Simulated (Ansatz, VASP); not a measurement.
**One calculation of InP, two programs**

```
In P
1.0
     6.71696    0.00000    0.00000
    -3.35848    5.81705    0.00000
     0.00000    0.00000    3.64579
In P
3 3
Cartesian
  3.3585 0.0000 0.0000
  1.6792 2.9085 0.0000
  -1.6792 2.9085 0.0000
  0.0000 0.0000 0.0000
  0.0000 3.8780 1.8229
  3.3585 1.9390 1.8229
```

Alike in both runs: functional r2SCAN; k mesh 6 × 6 × 8; occupations gaussian, width 0.1 eV; no spin polarisation.

Ansatz relaxed the structure, and its values are those at the end. VASP's run is a single point on that final structure, the one shown.

```csv
,VASP,Ansatz
version,VASP 6.6.1,Ansatz 0.2.0
potentials or method,"VASP PAW PBE potentials, release 64 (In_d, P), cutoff 520 eV","scalar-relativistic, plane waves, PAW"
valence electrons in the cell,54,54
```

```csv
,VASP,Ansatz,Ansatz less VASP
gap on the k mesh at the Fermi level (eV),none,none,-
pressure (GPa),0.0,0.0,+0.02
```

VASP's potentials were made for PBE, not for r2SCAN. A gap of «none» marks a metal or a gap that the smearing closes. The functional is the same, so the differences come from potentials, cutoffs and numerics.
